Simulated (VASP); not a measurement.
# S (R-3m) in VASP: a series of runs

The runs below take S through single point, with PBE.

All numbers are computed with VASP 6.6.1; they aren't measurements. Logs are shortened: lines on timing, memory, paths and dates and some standing lists are left out, and cuts for length are marked.

## (1) The cell of the first run

Symmetry: R-3m, No. 166, trigonal system. Conventional cell: a = 3.917 Å, b = 3.917 Å, c = 9.595 Å, α = 90.00°, β = 90.00°, γ = 120.00°. S (site symmetry 3m) has 4 S at 2.11 to 2.51 Å within 2.8 Å.

## (2) Single point, PBE (shortest bond scaled by 0.88)

INCAR reads:

```
SYSTEM = S
ALGO = Normal
EDIFF = 1E-6
ENCUT = 520
GGA = PE
ISIF = 2
ISMEAR = -1
LASPH = .TRUE.
LCHARG = .FALSE.
LREAL = .FALSE.
LWAVE = .FALSE.
NBANDS = 13
NELM = 60
PREC = Accurate
SIGMA = 0.05
```

KPOINTS reads:

```
k-points
0
G
  9 9 9
  0 0 0
```

POSCAR reads:

```
S
1.0
    0.0000000000      2.7698291284      2.7698291284
    2.7698291284      0.0000000000      2.7698291284
    2.7698291284      2.7698291284      0.0000000000
S
2
Direct
   -0.1700000000     -0.1100000000     -0.1100000000
    0.1700000000      0.1100000000      0.1100000000
```

Potentials or basis: VASP PAW PBE potentials, release 64 (S).

Command:

```sh
> cat potpaw_PBE.64/S/POTCAR > POTCAR
> mpirun -np 1 vasp_std > vasp.out
```

OUTCAR:

```text
SYSTEM = S
   EDIFF = 1E-6
   ENCUT = 520
   GGA = PE
   ISIF = 2
   ISMEAR = -1
   LASPH = .TRUE.
   LREAL = .FALSE.
   NELM = 60
   PREC = Accurate

 ion  position               nearest neighbor table
   1  0.830  0.890  0.890-   2 2.11   2 2.51   2 2.51   2 2.51
   2  0.170  0.110  0.110-   1 2.11   1 2.51   1 2.51   1 2.51

  LATTYP: Found a face centered cubic cell.
 ALAT       =     5.5396582568

  Lattice vectors:

 A1 = (   0.0000000000,   2.7698291284,   2.7698291284)
 A2 = (   2.7698291284,   0.0000000000,   2.7698291284)
 A3 = (   2.7698291284,   2.7698291284,   0.0000000000)

Analysis of symmetry for initial positions (statically):
=====================================================================
 Subroutine PRICEL returns:
 Original cell was already a primitive cell.

 Routine SETGRP: Setting up the symmetry group for a
 face centered cubic supercell.

 Subroutine GETGRP returns: Found 12 space group operations
 (whereof  4 operations were pure point group operations)
 out of a pool of 48 trial point group operations.

The static configuration has the point symmetry C_2h.
 The point group associated with its full space group is D_3d.

Analysis of symmetry for dynamics (positions and initial velocities):
=====================================================================
 Subroutine PRICEL returns:
 Original cell was already a primitive cell.

 Routine SETGRP: Setting up the symmetry group for a
 face centered cubic supercell.

 Subroutine GETGRP returns: Found 12 space group operations
 (whereof  4 operations were pure point group operations)
 out of a pool of 48 trial point group operations.

The dynamic configuration has the point symmetry C_2h.
 The point group associated with its full space group is D_3d.

 Subroutine INISYM returns: Found 12 space group operations
 (whereof  4 operations are pure point group operations),
 and found     1 'primitive' translations

----------------------------------------------------------------------------------------

                                     Primitive cell

  volume of cell :      42.5000

  direct lattice vectors                    reciprocal lattice vectors
     0.000000000  2.769829128  2.769829128    -0.180516551  0.180516551  0.180516551
     2.769829128  0.000000000  2.769829128     0.180516551 -0.180516551  0.180516551
     2.769829128  2.769829128  0.000000000     0.180516551  0.180516551 -0.180516551

  length of vectors
     3.917129919  3.917129919  3.917129919     0.312663837  0.312663837  0.312663837

  position of ions in fractional coordinates (direct lattice)
     0.830000000  0.890000000  0.890000000
     0.170000000  0.110000000  0.110000000

  ion indices of the primitive-cell ions
   primitive index   ion index
                 1           1
                 2           2

----------------------------------------------------------------------------------------

 KPOINTS: k-points

Automatic generation of k-mesh.
 Grid dimensions read from file:
 generate k-points for:    9    9    9

 Generating k-lattice:

  Cartesian coordinates                     Fractional coordinates (reciprocal lattice)
    -0.020057395  0.020057395  0.020057395     0.111111111  0.000000000  0.000000000
     0.020057395 -0.020057395  0.020057395     0.000000000  0.111111111  0.000000000
     0.020057395  0.020057395 -0.020057395     0.000000000  0.000000000  0.111111111

  Length of vectors
     0.034740426  0.034740426  0.034740426

  Shift w.r.t. Gamma in fractional coordinates (k-lattice)
     0.000000000  0.000000000  0.000000000

 Subroutine IBZKPT returns following result:
 ===========================================

 Found     85 irreducible k-points:

 Following reciprocal coordinates:
            Coordinates               Weight
  0.000000  0.000000  0.000000      1.000000
  0.111111  0.000000  0.000000      2.000000
  0.000000  0.111111  0.000000      6.000000
  0.222222  0.000000  0.000000      2.000000
  0.000000  0.222222  0.000000      6.000000
  0.333333  0.000000  0.000000      2.000000
[... 16 lines left out ...]
 -0.333333  0.111111  0.000000      6.000000
  0.000000 -0.333333  0.111111     12.000000
 [... further k-points ...]
   k-points           NKPTS =     85   k-points in BZ     NKDIM =     85   number of bands    NBANDS=     13
   number of dos      NEDOS =    301   number of ions     NIONS =      2
   total plane-waves  NPLWV =  27000
   dimension x,y,z NGX =    30 NGY =   30 NGZ =   30
   dimension x,y,z NGXF=    60 NGYF=   60 NGZF=   60
   ions per type =               2
   NGX,Y,Z   is equivalent  to a cutoff of  12.73, 12.73, 12.73 a.u.
   NGXF,Y,Z  is equivalent  to a cutoff of  25.46, 25.46, 25.46 a.u.
 SYSTEM =  S
   PREC   = accura    normal or accurate (medium, high low for compatibility)
   ISTART =      0    job   : 0-new  1-cont  2-samecut
   ICHARG =      2    charge: 1-file 2-atom 10-const
   ISPIN  =      1    spin polarized calculation?
[... 66 lines left out ...]
      5       1.5714      2.00000
      6       2.8816      2.00000
      7       2.8816      2.00000
      8       5.3592      0.00003
      9      10.4313      0.00000
     10      12.6327      0.00000
     11      12.6327      0.00000
     12      14.7941      0.00000
     13      14.7941      0.00000

 k-point     2 :       0.1111    0.0000    0.0000
  band No.  band energies     occupation
      1     -11.9564      2.00000
      2      -4.4087      2.00000
      3      -0.4327      2.00000
      4       1.1739      2.00000
      5       1.1739      2.00000
      6       3.4067      2.00000
      7       3.4067      2.00000
      8       5.3588      0.00003
      9      10.8498      0.00000
     10      12.0862      0.00000
     11      12.0862      0.00000
     12      15.7566      0.00000
     13      15.7566      0.00000

 k-point     3 :       0.0000    0.1111    0.0000
  band No.  band energies     occupation
      1     -11.9929      2.00000
      2      -3.9371      2.00000
      3      -1.1814      2.00000
      4       1.2533      2.00000
      5       1.4031      2.00000
      6       3.0395      2.00000
      7       3.4169      2.00000
      8       5.5595      0.00000
      9      10.8196      0.00000
     10      12.3923      0.00000
     11      12.4493      0.00000
     12      14.5969      0.00000
     13      15.5582      0.00000

 k-point     4 :       0.2222    0.0000    0.0000
  band No.  band energies     occupation
      1     -11.5453      2.00000
      2      -5.9123      2.00000
      3       0.5481      2.00000
      4       0.6115      2.00000
      5       0.6115      2.00000
      6       4.2865      1.99994
      7       4.2865      1.99994
      8       5.7150      0.00000
      9      11.5366      0.00000
     10      11.5366      0.00000
     11      11.6061      0.00000
     12      16.0545      0.00000
     13      17.3634      0.00000

 k-point     5 :       0.0000    0.2222    0.0000
  band No.  band energies     occupation
      1     -11.7087      2.00000
      2      -4.8868      2.00000
      3      -1.2133      2.00000
      4       0.7346      2.00000
      5       1.0973      2.00000
      6       3.2942      2.00000
      7       4.5440      1.98960
      8       6.0486      0.00000
      9      11.4268      0.00000
     10      12.3550      0.00000
     11      12.3980      0.00000
     12      14.5153      0.00000
     13      17.0055      0.00000
[... 257 lines left out ...]
 k-point    22 :       0.1111    0.0000   -0.4444
  band No.  band energies     occupation
      1     -10.8314      2.00000
      2      -6.8299      2.00000
      3      -1.8603      2.00000
      4       0.4352      2.00000
      5       0.8189      2.00000
      6       3.9429      2.00000
      7       6.4177      0.00000
      8       6.9711      0.00000
      9      12.1558      0.00000
     10      12.7807      0.00000
     11      13.7730      0.00000
     12      13.9583      0.00000
     13      16.4032      0.00000

 k-point    23 :      -0.3333    0.1111    0.0000
  band No.  band energies     occupation
      1     -10.5284      2.00000
      2      -7.8826      2.00000
      3      -0.6986      2.00000
      4       0.1776      2.00000
      5       1.6599      2.00000
      6       5.0278      0.02376
      7       5.4008      0.00001
      8       7.3418      0.00000
      9      11.2828      0.00000
     10      11.4564      0.00000
     11      12.3801      0.00000
     12      15.0537      0.00000
     13      15.4399      0.00000

 k-point    24 :       0.0000   -0.3333    0.1111
  band No.  band energies     occupation
      1     -11.1270      2.00000
      2      -6.1887      2.00000
      3      -1.7014      2.00000
      4      -0.1114      2.00000
      5       1.3515      2.00000
      6       3.7170      2.00000
      7       5.7855      0.00000
      8       6.8483      0.00000
      9      11.7108      0.00000
     10      12.7324      0.00000
     11      13.5783      0.00000
     12      15.0548      0.00000
     13      16.4827      0.00000

 [... further k-points ...]

------------------------ aborting loop because EDIFF is reached ----------------------------------------

  FORCE on cell =-STRESS in cart. coord.  units (eV):
  Direction    XX          YY          ZZ          XY          YZ          ZX
  --------------------------------------------------------------------------------------
  -------------------------------------------------------------------------------------
  Total        1.9284021      1.9284021      1.9284021      1.3956093     -1.3956093      1.3956093
  in kB       72.6974617     72.6974617     72.6974617     52.6120832    -52.6120832     52.6120832
  external PRESSURE =      72.6974617 kB  Pullay stress =       0.0000000 kB

 VOLUME and BASIS-vectors are now :
 -----------------------------------------------------------------------------
  energy-cutoff  :      520.00
  volume of cell :       42.50
      direct lattice vectors                 reciprocal lattice vectors
     0.000000000  2.769829128  2.769829128    -0.180516551  0.180516551  0.180516551
     2.769829128  0.000000000  2.769829128     0.180516551 -0.180516551  0.180516551
     2.769829128  2.769829128  0.000000000     0.180516551  0.180516551 -0.180516551

 POSITION                                       TOTAL-FORCE (eV/Angst)
 -----------------------------------------------------------------------------------
      4.93030      4.76411      4.76411         1.749709     -1.749709     -1.749709
      0.60936      0.77555      0.77555        -1.749709      1.749709      1.749709
 -----------------------------------------------------------------------------------
    total drift:                                0.000000      0.000000      0.000000

  FREE ENERGIE OF THE ION-ELECTRON SYSTEM (eV)
  ---------------------------------------------------
  free  energy   TOTEN  =        -6.7630704149 eV

  energy  without entropy=       -6.7548014682  energy(sigma->0) =       -6.75893594
```

Run time: 31 s. Hardware: 1 thread of Intel Xeon Platinum 8488C (Sapphire Rapids), shared host; peak memory 0.18 GiB.

Results:

- Free energy: -6.7631 eV
- Pressure: 7.3 GPa
- Largest force: 3.031 eV/Å
- Band gap on the k mesh: zero (bands 6 and 7 overlap by 2.53 eV)

Forces in eV/Å, atoms in the order of the input:
```
S    1.750 -1.750 -1.750
S   -1.750  1.750  1.750
```

Caveat: the cell differs from its parent crystal (shortest bond scaled by 0.88); the cell stands under pressure; forces of over 1 eV/Å act on the atoms, so gaps and moduli don't describe the material at rest.

## (3) Single point, PBE (shortest bond scaled by 0.82)

INCAR reads:

```
SYSTEM = S
PREC     = Accurate       ! precision mode
ENCUT    = 520            ! plane-wave cutoff, eV
EDIFF    = 1E-7           ! SCF threshold, eV
ISMEAR   = -1             ! smearing method
SIGMA    = 0.05           ! smearing width, eV
LREAL    = .FALSE.        ! projectors in reciprocal space
LASPH    = .TRUE.         ! aspherical terms in the spheres
NELM     = 80             ! most SCF steps
ALGO     = Normal         ! electronic algorithm
ISIF     = 2              ! what is computed and relaxed
LWAVE    = .FALSE.        ! write WAVECAR
LCHARG   = .TRUE.         ! write CHGCAR
GGA      = PE             ! functional
LELF     = .TRUE.         ! ELF
LVHAR    = .TRUE.       
NBANDS   = 13             ! bands
```

KPOINTS reads:

```
Automatic mesh
0
G
  9 9 9
  0 0 0
```

POSCAR reads:

```
S
1.0
    0.0000000000      2.7698291284      2.7698291284
    2.7698291284      0.0000000000      2.7698291284
    2.7698291284      2.7698291284      0.0000000000
S
2
Direct
   -0.1925000000     -0.1025000000     -0.1025000000
    0.1925000000      0.1025000000      0.1025000000
```

Potentials or basis: VASP PAW PBE potentials, release 64 (S).

Command:

```sh
> cat potpaw_PBE.64/S/POTCAR > POTCAR
> mpirun -np 1 vasp_std > vasp.out
```

It took 43 s on 1 thread of Intel Xeon Platinum 8488C (Sapphire Rapids), shared host; peak memory 0.17 GiB.

The run converged. Its results:

* Free energy: -7.1152 eV
* Pressure: 9.8 GPa
* Largest force: 1.545 eV/Å
* Band gap on the k mesh: zero (bands 6 and 7 overlap by 3.37 eV)

Forces on the atoms (eV/Å):
```
S    0.892 -0.892 -0.892
S   -0.892  0.892  0.892
```

Stress tensor (GPa, compression positive):
```
 9.81  1.63  1.63
 1.63  9.81 -1.63
 1.63 -1.63  9.81
```

Levels at points of the mesh, in eV from the Fermi level:
| k point | band 4 | band 5 | band 6 | band 7 | band 8 | band 9 |
| --- | --- | --- | --- | --- | --- | --- |
| (0.00, 0.00, 0.00) | -2.51 | -2.51 | -2.40 | -2.40 | 1.71 | 5.60 |

Caveat: the cell differs from its parent crystal (shortest bond scaled by 0.82); the cell stands under pressure; forces of over 1 eV/Å act on the atoms, so gaps and moduli don't describe the material at rest.

## (4) Single point, PBE (shortest bond scaled by 0.76)

INCAR reads:

```
  PREC = Accurate
  ENCUT = 520
  EDIFF = 1E-7
  ISMEAR = -1
  SIGMA = 0.05
  LREAL = False
  LASPH = True
  NELM = 100
  ALGO = Normal
  ISIF = 2
  LWAVE = False
  LCHARG = False
  GGA = PE
  NBANDS = 13
```

KPOINTS reads:

```
regular mesh
0
Gamma
  9 9 9
```

POSCAR reads:

```
S
1.0
    0.0000000000      2.7698291284      2.7698291284
    2.7698291284      0.0000000000      2.7698291284
    2.7698291284      2.7698291284      0.0000000000
S
2
Direct
   -0.2150000000     -0.0950000000     -0.0950000000
    0.2150000000      0.0950000000      0.0950000000
```

Command:

```sh
> cat potpaw_PBE.64/S/POTCAR > POTCAR
> mpirun -np 1 vasp_std > vasp.out
```

It took 43 s on 1 thread of Intel Xeon Platinum 8488C (Sapphire Rapids), shared host; peak memory 0.18 GiB.

Results (log left out):

```yaml
Free_energy: -7.0909 eV
Pressure: 16.8 GPa
Largest_force: 2.422 eV/Å
Band_gap_on_the_k_mesh: zero (bands 6 and 7 overlap by 3.14 eV)
```

Forces in eV/Å, atoms in the order of the input:
```
S   -1.398  1.398  1.398
S    1.398 -1.398 -1.398
```

Stress tensor (GPa, compression positive):
```
16.76 -7.01 -7.01
-7.01 16.76  7.01
-7.01  7.01 16.76
```

Levels at points of the mesh, in eV from the Fermi level:
```
           k point  band 2  band 3  band 4  band 5  band 6  band 7  band 8  band 9  band 10  band 11
(0.00, 0.00, 0.00)   -7.85   -7.11   -3.15   -3.15   -1.89   -1.89    2.81    5.40     8.42     8.42
```

Caveat: the cell differs from its parent crystal (shortest bond scaled by 0.76); the cell stands under pressure; forces of over 1 eV/Å act on the atoms, so gaps and moduli don't describe the material at rest.

## (5) Single point, PBE

INCAR reads:

```
ALGO = Normal ; EDIFF = 1E-6
ENCUT = 520 ; GGA = PE
ISIF = 2 ; ISMEAR = -1
ISYM = 0 ; LASPH = True
LCHARG = False ; LREAL = False
LWAVE = False ; NBANDS = 13
NELM = 60 ; PREC = Accurate
SIGMA = 0.05
```

KPOINTS reads:

```
Automatic mesh
0
Gamma
  9 9 9
  0.5 0.5 0.5
```

POSCAR reads:

```
S
1.0
    0.0000000000      2.7698291284      2.7698291284
    2.7698291284      0.0000000000      2.7698291284
    2.7698291284      2.7698291284      0.0000000000
S
2
Direct
   -0.1700000000     -0.1100000000     -0.1100000000
    0.1700000000      0.1100000000      0.1100000000
```

Command:

```sh
> cat potpaw_PBE.64/S/POTCAR > POTCAR
> mpirun -np 1 vasp_std > vasp.out
```

Run time: 12 min. Hardware: 1 thread of Intel Xeon Platinum 8488C (Sapphire Rapids), shared host; peak memory 0.65 GiB.

Results (log left out):

* Free energy: -6.7628 eV
* Pressure: 7.3 GPa
* Largest force: 3.036 eV/Å
* Band gap on the k mesh: zero (bands 6 and 7 overlap by 2.42 eV)

Forces on the atoms (eV/Å):
```
S    1.753 -1.753 -1.753
S   -1.753  1.753  1.753
```

Stress tensor (GPa, compression positive):
```
 7.33  5.31  5.31
 5.31  7.33 -5.31
 5.31 -5.31  7.33
```

Levels at points of the mesh, in eV from the Fermi level:
```tsv
k point	band 2	band 3	band 4	band 5	band 6	band 7	band 8	band 9	band 10	band 11
(0.50, 0.50, 0.50)	-11.40	-6.17	-4.74	-4.09	-1.29	1.80	2.42	7.97	8.07	8.53
(0.50, 0.00, 0.00)	-13.97	-4.82	-4.82	-3.67	0.67	0.67	4.17	5.56	8.28	8.28
(0.00, 0.00, 0.50)	-11.40	-6.17	-4.74	-4.09	-1.29	1.80	2.42	7.97	8.07	8.53
(0.00, 0.50, 0.00)	-11.40	-6.17	-4.74	-4.09	-1.29	1.80	2.42	7.97	8.07	8.53
```

Caveat: the cell stands under pressure; forces of over 1 eV/Å act on the atoms, so gaps and moduli don't describe the material at rest.

## (6) Summary

| cell | k mesh | gap on the mesh (eV) | pressure (GPa) | largest force (eV/Å) |
| --- | --- | --- | --- | --- |
| as given, atomic positions A | 9 × 9 × 9 | none | 7.3 | 3.03 |
| as given, atomic positions B | 9 × 9 × 9 | none | 9.8 | 1.54 |
| as given, atomic positions C | 9 × 9 × 9 | none | 16.8 | 2.42 |
| as given, atomic positions A | 9 × 9 × 9, shifted | none | 7.3 | 3.04 |

Alike in all rows: task single point; level PBE; potentials or basis VASP PAW PBE potentials, release 64 (S); no spin polarisation; cutoff (eV) 520; smearing fermi-dirac 0.05 eV.

Caveats: the cell stands under pressure; forces of over 1 eV/Å act on the atoms, so gaps and moduli don't describe the material at rest.

Absolute energies hang on the potentials; compare differences alone.
